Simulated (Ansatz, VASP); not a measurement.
**One calculation of InP, two programs**

```xyz
2
Lattice="0.0000 2.4274 2.4274 2.4274 0.0000 2.4274 2.4274 2.4274 0.0000" Properties=species:S:1:pos:R:3 pbc="T T T"
In    0.0000    0.0000    0.0000
P     2.4274    2.4274    2.4274
```

Change from the starting cell: volume scaled by 0.72, PAW files.

Alike in both runs: task single point; functional LDA; k mesh 14 × 14 × 14; occupations fermi-dirac, width 0.05 eV; no spin polarisation.

|  | VASP | Ansatz |
| --- | --- | --- |
| version | VASP 6.6.1 | Ansatz 0.2.0 |
| potentials or method | VASP PAW LDA potentials, release 64 (In_d, P) | PAW with Ansatz's default frozen-core files, scalar-relativistic |
| plane-wave cutoff (eV) | 520 | 420 |
| valence electrons in the cell | 18 | 18 |

|  | VASP | Ansatz | Ansatz less VASP |
| --- | --- | --- | --- |
| pressure (GPa) | 63.3 | 63.1 | -0.26 |

LDA's correlation is that of Perdew and Zunger in VASP and of Perdew and Wang (1992) in Ansatz. Both programs put the cell under a high pressure, so it lies far from rest at this level.

Noted on VASP's run: the cell as given lies far from equilibrium.
